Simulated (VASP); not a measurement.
# MgO (Fm-3m) in VASP: a series of runs

Runs on MgO. Level: PBE. Tasks: single point.

Program: VASP 6.6.1. These are calculated values, not measurements. Logs are shortened: lines on timing, memory, paths and dates and some standing lists are left out, and cuts for length are marked.

## Step 1: The cell of the first run

The structure is cubic, space group Fm-3m (No. 225). The conventional cell has a = 4.396 Å, b = 4.396 Å, c = 4.396 Å, α = 90.00°, β = 90.00°, γ = 90.00°. Mg (site symmetry m-3m) has 6 O at 2.20 Å within 2.9 Å. O (site symmetry m-3m) has 6 Mg at 2.20 Å within 2.9 Å.

## Step 2: Single point, PBE

The input, INCAR:

```
SYSTEM = MgO
PREC = Accurate
ENCUT = 600
EDIFF = 1E-6
ISMEAR = 1
SIGMA = 0.15
LREAL = .FALSE.
LASPH = .TRUE.
NELM = 120
ALGO = Normal
ISIF = 2
LWAVE = .FALSE.
LCHARG = .FALSE.
GGA = PE
NBANDS = 11
GGA_COMPAT = .FALSE.
```

The input, KPOINTS:

```
Automatic mesh
0
G
  7 7 7
  0 0 0
```

The input, POSCAR:

```
MgO
1.0
    0.0000000000      2.1980000000      2.1980000000
    2.1980000000      0.0000000000      2.1980000000
    2.1980000000      2.1980000000      0.0000000000
Mg O
1 1
Direct
    0.0000000000      0.0000000000      0.0000000000
    0.5000000000      0.5000000000      0.5000000000
```

Potentials or basis: VASP PAW PBE potentials, release 64 (Mg, O).

Started as:

```
> cat potpaw_PBE.64/Mg/POTCAR potpaw_PBE.64/O/POTCAR > POTCAR
> mpirun -np 1 vasp_std > vasp.out
```

OUTCAR:

```text
SYSTEM = MgO
   PREC = Accurate
   ENCUT = 600
   EDIFF = 1E-6
   ISMEAR = 1
   LREAL = .FALSE.
   LASPH = .TRUE.
   NELM = 120
   ISIF = 2
   GGA = PE

 ion  position               nearest neighbor table
   1  0.000  0.000  0.000-   2 2.20   2 2.20   2 2.20   2 2.20   2 2.20   2 2.20
   2  0.500  0.500  0.500-   1 2.20   1 2.20   1 2.20   1 2.20   1 2.20   1 2.20

  LATTYP: Found a face centered cubic cell.
 ALAT       =     4.3960000000

  Lattice vectors:

 A1 = (   0.0000000000,   2.1980000000,   2.1980000000)
 A2 = (   2.1980000000,   0.0000000000,   2.1980000000)
 A3 = (   2.1980000000,   2.1980000000,   0.0000000000)

Analysis of symmetry for initial positions (statically):
=====================================================================
 Subroutine PRICEL returns:
 Original cell was already a primitive cell.

 Routine SETGRP: Setting up the symmetry group for a
 face centered cubic supercell.

 Subroutine GETGRP returns: Found 48 space group operations
 (whereof 48 operations were pure point group operations)
 out of a pool of 48 trial point group operations.

The static configuration has the point symmetry O_h .

Analysis of symmetry for dynamics (positions and initial velocities):
=====================================================================
 Subroutine PRICEL returns:
 Original cell was already a primitive cell.

 Routine SETGRP: Setting up the symmetry group for a
 face centered cubic supercell.

 Subroutine GETGRP returns: Found 48 space group operations
 (whereof 48 operations were pure point group operations)
 out of a pool of 48 trial point group operations.

The dynamic configuration has the point symmetry O_h .

 Subroutine INISYM returns: Found 48 space group operations
 (whereof 48 operations are pure point group operations),
 and found     1 'primitive' translations

----------------------------------------------------------------------------------------

                                     Primitive cell

  volume of cell :      21.2380

  direct lattice vectors                    reciprocal lattice vectors
     0.000000000  2.198000000  2.198000000    -0.227479527  0.227479527  0.227479527
     2.198000000  0.000000000  2.198000000     0.227479527 -0.227479527  0.227479527
     2.198000000  2.198000000  0.000000000     0.227479527  0.227479527 -0.227479527

  length of vectors
     3.108441410  3.108441410  3.108441410     0.394006098  0.394006098  0.394006098

  position of ions in fractional coordinates (direct lattice)
     0.000000000  0.000000000  0.000000000
     0.500000000  0.500000000  0.500000000

  ion indices of the primitive-cell ions
   primitive index   ion index
                 1           1
                 2           2

----------------------------------------------------------------------------------------

 KPOINTS: Automatic mesh

Automatic generation of k-mesh.
 Grid dimensions read from file:
 generate k-points for:    7    7    7

 Generating k-lattice:

  Cartesian coordinates                     Fractional coordinates (reciprocal lattice)
    -0.032497075  0.032497075  0.032497075     0.142857143  0.000000000  0.000000000
     0.032497075 -0.032497075  0.032497075     0.000000000  0.142857143  0.000000000
     0.032497075  0.032497075 -0.032497075     0.000000000  0.000000000  0.142857143

  Length of vectors
     0.056286585  0.056286585  0.056286585

  Shift w.r.t. Gamma in fractional coordinates (k-lattice)
     0.000000000  0.000000000  0.000000000

 Subroutine IBZKPT returns following result:
 ===========================================

 Found     20 irreducible k-points:

 Following reciprocal coordinates:
            Coordinates               Weight
  0.000000  0.000000  0.000000      1.000000
  0.142857  0.000000  0.000000      8.000000
  0.285714  0.000000  0.000000      8.000000
  0.428571  0.000000  0.000000      8.000000
  0.142857  0.142857  0.000000      6.000000
  0.285714  0.142857  0.000000     24.000000
[... 12 lines left out ...]
 -0.428571  0.428571  0.142857     24.000000
 -0.285714  0.428571  0.142857     24.000000
   k-points           NKPTS =     20   k-points in BZ     NKDIM =     20   number of bands    NBANDS=     11
   number of dos      NEDOS =    301   number of ions     NIONS =      2
   total plane-waves  NPLWV =  21952
   dimension x,y,z NGX =    28 NGY =   28 NGZ =   28
   dimension x,y,z NGXF=    56 NGYF=   56 NGZF=   56
   ions per type =               1   1
   NGX,Y,Z   is equivalent  to a cutoff of  14.97, 14.97, 14.97 a.u.
   NGXF,Y,Z  is equivalent  to a cutoff of  29.95, 29.95, 29.95 a.u.
 SYSTEM =  MgO
   PREC   = accura    normal or accurate (medium, high low for compatibility)
   ISTART =      0    job   : 0-new  1-cont  2-samecut
   ICHARG =      2    charge: 1-file 2-atom 10-const
   ISPIN  =      1    spin polarized calculation?
   LNONCOLLINEAR =      F non collinear calculations
   LSORBIT =      F    spin-orbit coupling
   LASPH  =      T    aspherical Exc in radial PAW
   ENCUT  =  600.0 eV  44.10 Ry    6.64 a.u.   6.21  6.21  6.21*2*pi/ulx,y,z
   NELM   =    120;   NELMIN=  2; NELMDL= -5     # of ELM steps
   EDIFF  = 0.1E-05   stopping-criterion for ELM
   LREAL  =      F    real-space projection
   EDIFFG = 0.1E-04   stopping-criterion for IOM
   NSW    =      0    number of steps for IOM
   IBRION =     -1    ionic relax: 0-MD 1-quasi-New 2-CG
   NFREE  =      0    steps in history (QN), initial steepest desc. (CG)
   ISIF   =      2    stress and relaxation
   ISYM   =      2    0-nonsym 1-usesym 2-fastsym
   POTIM  = 0.5000    time-step for ionic-motion
   TEBEG  =    0.0;   TEEND  =   0.0 temperature during run
   PSTRESS=    0.0 pullay stress
   NELECT =       8.0000    total number of electrons
   NUPDOWN=      -1.0000    fix difference up-down
   EMIN   =  10.00;   EMAX   =-10.00  energy-range for DOS
   EFERMI =   0.00;   METHOD = LEGACY
   ISMEAR =     1;   SIGMA  =   0.15  broadening in eV -4-tet -1-fermi 0-gaus
   EFERMI_NEDOS =   21; number of points for ismear=-14 and -15
   IALGO  =     38    algorithm
   IMIX   =      4    mixing-type and parameters
     AMIX     =   0.40;   BMIX     =  1.00
     AMIX_MAG =   1.60;   BMIX_MAG =  1.00
  volume/ion in A,a.u.               =      10.62        71.66
  Fermi-wavevector in a.u.,A,eV,Ry     =   1.182317  2.234255 19.019212  1.397873
  Thomas-Fermi vector in A             =   2.318573
   LORBIT       =      0    0 simple, 1 ext, 2 COOP (PROOUT), +10 PAW based schemes
   GGA     = PE    functional components
   LHFCALC =     F    Hartree Fock is set to
   AEXX    =    0.0000 exact exchange contribution
   IVDW    =     0    specifies the selected vdW correction
   LEPSILON=     F    determine dielectric tensor
   LRPA    =     F    only Hartree local field effects (RPA)
 non-spin polarized calculation
 Methfessel and Paxton  Order N= 1 SIGMA  =   0.15
  energy-cutoff  :      600.00
  volume of cell :       21.24
 maximum number of plane-waves:       725
 NGX is ok and might be reduce to    28
   NGX = 13   NGY = 13   NGZ = 13

 number of electron       8.0000000 magnetization

 Free energy of the ion-electron system (eV)
  ---------------------------------------------------
  ext. energy  EPLUGINS =         0.00000000
  ---------------------------------------------------
  free energy    TOTEN  =       -11.82553550 eV

  energy without entropy =      -11.82676694  energy(sigma->0) =      -11.82594598

 E-fermi :   2.3280     XC(G=0): -10.4876

 val. band max:        2.2872579025   @ k =   0.0000   0.0000   0.0000
 cond. band min:       5.8638441526   @ k =   0.0000   0.0000   0.0000
 fundamental gap:      3.5765862501
 Fermi energy:         2.3280403619

 k-point     1 :       0.0000    0.0000    0.0000
  band No.  band energies     occupation
      1     -14.3701      2.00000
      2       2.2873      1.44186
      3       2.2873      1.44186
      4       2.2873      1.44186
      5       5.8638      0.00000
      6      17.3568      0.00000
      7      17.3568      0.00000
      8      17.3568      0.00000
      9      20.9492      0.00000
     10      22.5823      0.00000
     11      22.5823      0.00000

 k-point     2 :       0.1429    0.0000    0.0000
  band No.  band energies     occupation
      1     -14.2034      2.00000
      2       1.1620      2.00000
      3       2.1821      2.04419
      4       2.1821      2.04419
      5       7.0076      0.00000
      6      15.4213      0.00000
      7      17.7031      0.00000
      8      17.7031      0.00000
      9      21.2345      0.00000
     10      21.2345      0.00000
     11      22.6937      0.00000

 k-point     3 :       0.2857    0.0000    0.0000
  band No.  band energies     occupation
      1     -13.7991      2.00000
      2      -0.5393      2.00000
      3       1.9574      2.00264
      4       1.9574      2.00264
      5       8.6135      0.00000
      6      13.7727      0.00000
      7      17.8011      0.00000
      8      17.8011      0.00000
      9      21.3044      0.00000
     10      21.3044      0.00000
     11      22.0217      0.00000

 k-point     4 :       0.4286    0.0000    0.0000
  band No.  band energies     occupation
      1     -13.4376      2.00000
      2      -1.6460      2.00000
      3       1.7875      2.00000
      4       1.7875      2.00000
      5       9.3394      0.00000
      6      13.4548      0.00000
      7      17.3820      0.00000
      8      17.3820      0.00000
      9      21.4126      0.00000
     10      22.8621      0.00000
     11      22.8621      0.00000
[... 183 lines left out ...]
 k-point    18 :      -0.4286    0.2857    0.1429
  band No.  band energies     occupation
      1     -13.2722      2.00000
      2      -1.0388      2.00000
      3       0.4836      2.00000
      4       1.3981      2.00000
      5      11.3236      0.00000
      6      13.0661      0.00000
      7      14.2572      0.00000
      8      17.6462      0.00000
      9      21.0929      0.00000
     10      22.8316      0.00000
     11      27.2633      0.00000

 k-point    19 :      -0.4286    0.4286    0.1429
  band No.  band energies     occupation
      1     -13.1954      2.00000
      2      -0.9486      2.00000
      3       0.5806      2.00000
      4       0.9985      2.00000
      5      11.8149      0.00000
      6      12.1618      0.00000
      7      13.8099      0.00000
      8      17.6809      0.00000
      9      20.2583      0.00000
     10      25.2401      0.00000
     11      26.9896      0.00000

 k-point    20 :      -0.2857    0.4286    0.1429
  band No.  band energies     occupation
      1     -13.1541      2.00000
      2      -0.4522      2.00000
      3      -0.2851      2.00000
      4       1.0273      2.00000
      5      12.4298      0.00000
      6      12.9867      0.00000
      7      13.3512      0.00000
      8      16.8596      0.00000
      9      21.2147      0.00000
     10      23.5305      0.00000
     11      27.0566      0.00000

------------------------ aborting loop because EDIFF is reached ----------------------------------------

  FORCE on cell =-STRESS in cart. coord.  units (eV):
  Direction    XX          YY          ZZ          XY          YZ          ZX
  --------------------------------------------------------------------------------------
  -------------------------------------------------------------------------------------
  Total       -1.7198000     -1.7198000     -1.7198000      0.0000000      0.0000000      0.0000000
  in kB     -129.7404736   -129.7404736   -129.7404736      0.0000000      0.0000000      0.0000000
  external PRESSURE =    -129.7404736 kB  Pullay stress =       0.0000000 kB

 VOLUME and BASIS-vectors are now :
 -----------------------------------------------------------------------------
  energy-cutoff  :      600.00
  volume of cell :       21.24
      direct lattice vectors                 reciprocal lattice vectors
     0.000000000  2.198000000  2.198000000    -0.227479527  0.227479527  0.227479527
     2.198000000  0.000000000  2.198000000     0.227479527 -0.227479527  0.227479527
     2.198000000  2.198000000  0.000000000     0.227479527  0.227479527 -0.227479527

 POSITION                                       TOTAL-FORCE (eV/Angst)
 -----------------------------------------------------------------------------------
      0.00000      0.00000      0.00000         0.000000      0.000000      0.000000
      2.19800      2.19800      2.19800        -0.000000     -0.000000     -0.000000
 -----------------------------------------------------------------------------------
    total drift:                                0.000000      0.000000      0.000000

  FREE ENERGIE OF THE ION-ELECTRON SYSTEM (eV)
  ---------------------------------------------------
  free  energy   TOTEN  =       -11.8255354980 eV

  energy  without entropy=      -11.8267669376  energy(sigma->0) =      -11.82594598
```

Wall time 16 s (1 thread of Intel Xeon 8259CL, shared host); peak memory 0.16 GiB.

What came out:

```
Free energy            : -11.8255 eV
Pressure               : -13.0 GPa
Band gap on the k mesh : 3.58 eV, direct
```

Expect the measured gap to be larger: semilocal functionals such as PBE lack the derivative discontinuity.

## Step 3: Single point, PBE

The input, INCAR:

```
PREC = Accurate
ENCUT = 600
EDIFF = 1E-6
ISMEAR = -1
SIGMA = 0.1
LREAL = F
LASPH = T
NELM = 120
ALGO = Normal
ISIF = 2
LWAVE = F
LCHARG = F
GGA = PE
NBANDS = 11
GGA_COMPAT = F
```

The input, KPOINTS:

```
Automatic mesh
0
Gamma
  7 7 7
```

POSCAR is that of step 2.

Potentials or basis: VASP PAW PBE potentials, release 64 (Mg, O).

Started as:

```
> cat potpaw_PBE.64/Mg/POTCAR potpaw_PBE.64/O/POTCAR > POTCAR
> mpirun -np 1 vasp_std > vasp.out
```

Wall time 16 s (1 thread of Intel Xeon 8259CL, shared host); peak memory 0.15 GiB.

It converged, with:

```yaml
Free_energy: -11.8260 eV
Pressure: -13.0 GPa
Band_gap_on_the_k_mesh: 3.58 eV, direct
```

Levels at points of the mesh, in eV from the valence-band top:
| k point | band 1 | band 2 | band 3 | band 4 | band 5 | band 6 | band 7 | band 8 | band 9 |
| --- | --- | --- | --- | --- | --- | --- | --- | --- | --- |
| (0.00, 0.00, 0.00) | -16.66 | 0.00 | 0.00 | 0.00 | 3.58 | 15.07 | 15.07 | 15.07 | 18.66 |
